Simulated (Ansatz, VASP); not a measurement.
SrO in VASP and in Ansatz

```
Sr O
1.0
     3.82593    0.00000    0.00000
    -1.91296    3.31335    0.00000
     0.00000    0.00000    5.33241
Sr O
2 2
Direct
  0.00000 0.00000 0.00000
  0.00000 0.00000 0.50000
  0.33333 0.66667 0.25000
  0.66667 0.33333 0.75000
```

Alike in both runs: task relaxation of cell and atoms; functional PBEsol; k mesh 10 × 10 × 6; occupations gaussian, width 0.05 eV; no spin polarisation.

|  | VASP | Ansatz |
| --- | --- | --- |
| version | VASP 6.6.1 | Ansatz 0.2.0 |
| potentials or method | VASP PAW PBE potentials, release 64 (Sr_sv, O), cutoff 600 eV | scalar-relativistic, plane waves, PAW |
| valence electrons in the cell | 32 | 32 |

|  | VASP | Ansatz | Ansatz less VASP |
| --- | --- | --- | --- |
| gap on the k mesh at the Fermi level, each at its own relaxed structure (eV) | 3.32 | 3.38 | +0.054 |
| relaxed volume (Å³/atom) | 16.93 | 16.82 | -0.105 |
| relaxed length of the cell vector where the two differ most in proportion (Å) | 3.545 | 3.537 | -0.0079 |

VASP's potentials were made for PBE, not for PBEsol.
